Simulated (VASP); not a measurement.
Set up this calculation in VASP 6.6.1, as the native input.

```yaml
Task: relaxation of cell and atoms
Functional: LDA
Potentials_or_basis: VASP PAW LDA potentials, release 64 (Ti_sv, Rh_pv)
Cutoff: 600 eV
k_mesh: 14 × 14 × 12
Occupations: fermi-dirac, width 0.15 eV
Spin: no spin polarisation
Dipole_correction: no
Further_INCAR_settings: ALGO = Normal; EDIFF = 1e-07; IBRION = 2; EDIFFG = -0.001; NSW = 80; ISIF = 3
```

The structure of TiRh lies in POSCAR:

```
TiRh
1.0
    2.9001087339      0.0000000000      0.0000000000
    0.0000000000      2.9001087339      0.0000000000
    0.0000000000      0.0000000000      3.3426011903
Ti Rh
1 1
Direct
    0.5000000000      0.5000000000      0.5000000000
    0.0000000000      0.0000000000      0.0000000000
```

These files were run (other wordings do the same):

INCAR

```
SYSTEM = TiRh
PREC = Accurate
ENCUT = 600
EDIFF = 1E-7
ISMEAR = -1
SIGMA = 0.15
LREAL = .FALSE.
LASPH = .TRUE.
NELM = 100
ALGO = Normal
ISIF = 3
LWAVE = .FALSE.
LCHARG = .FALSE.
GGA = CA
IBRION = 2
NSW = 80
EDIFFG = -0.001
```

KPOINTS

```
Automatic mesh
0
G
  14 14 12
  0 0 0
```

Potentials or basis: VASP PAW LDA potentials, release 64 (Ti_sv, Rh_pv).

Run with:

```console
$ cat potpaw_LDA.64/Ti_sv/POTCAR potpaw_LDA.64/Rh_pv/POTCAR > POTCAR
$ mpirun -np 1 vasp_std > vasp.out
```

Results of the run:

| Quantity | Value |
| --- | --- |
| Relaxed volume | 14.11 Å³/atom |
| Relaxed cell | a = 2.904 Å, b = 2.904 Å, c = 3.347 Å, α = 90.00°, β = 90.00°, γ = 90.00° |
| Space group after relaxing (to 0.05 Å) | P4/mmm (No. 123) |
| Energy gained by relaxing | 0.1 meV/atom |
| Ionic steps | 3 |
| Pressure after relaxing | 0.0 GPa |

Run time: 2.8 min on 1 thread of Intel(R) Xeon(R) Platinum 8488C (Sapphire Rapids), on a shared host, peak memory 0.27 GiB.
